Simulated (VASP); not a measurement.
Li3Zn2: single point with PBE

Li3Zn2:

```
CELL_PARAMETERS angstrom
2.85336 -2.96602 0.00000
2.85336 2.96602 0.00000
0.00000 0.00000 4.37374
ATOMIC_POSITIONS crystal
Li 0.17487 0.82513 0.50000
Li 0.82513 0.17487 0.50000
Li 0.50000 0.50000 0.50000
Zn 0.78079 0.78079 0.00000
Zn 0.21921 0.21921 0.00000
```

- Program: VASP 6.6.1
- Task: single point
- Functional: PBE
- Potentials or basis: VASP PAW PBE potentials, release 64 (Li_sv, Zn)
- Cutoff: 520 eV
- k mesh: 4 × 4 × 4
- Occupations: gaussian, width 0.1 eV
- Spin: no spin polarisation

* Largest force: 0.522 eV/Å

Forces on the atoms (eV/Å):
```
Li   0.000  0.138  0.000
Li   0.000 -0.138  0.000
Li   0.000  0.000  0.000
Zn  -0.522  0.000  0.000
Zn   0.522  0.000  0.000
```

Levels at points of the mesh, in eV from the Fermi level:
```tsv
k point	band 13	band 14	band 15	band 16	band 17	band 18	band 19	band 20	band 21	band 22
(0.00, 0.00, 0.00)	-6.68	-6.51	-0.96	0.40	0.71	0.85	3.11	3.41	7.08	7.24
(0.50, 0.00, 0.00)	-6.81	-5.31	-4.68	1.23	1.65	1.77	2.83	3.49	4.09	5.04
(0.50, 0.50, 0.00)	-6.77	-3.62	-3.45	-2.32	-1.52	2.40	4.03	4.22	4.40	4.96
(0.00, 0.00, 0.50)	-6.51	-6.38	-3.26	1.32	1.96	2.37	2.63	3.41	4.05	4.39
(0.50, 0.00, 0.50)	-6.79	-4.64	-3.94	-1.89	-1.45	2.83	4.25	4.33	5.72	6.05
(0.50, 0.50, 0.50)	-6.75	-2.94	-1.79	-1.60	-1.46	-1.46	-0.87	0.95	3.77	11.21
```

It took 2.8 min on 1 thread of Oxide Virtual Turin-like Processor, with other jobs on the host, peak memory 0.15 GiB.

Caveat: the k points lie up to 0.38 Å⁻¹ apart.
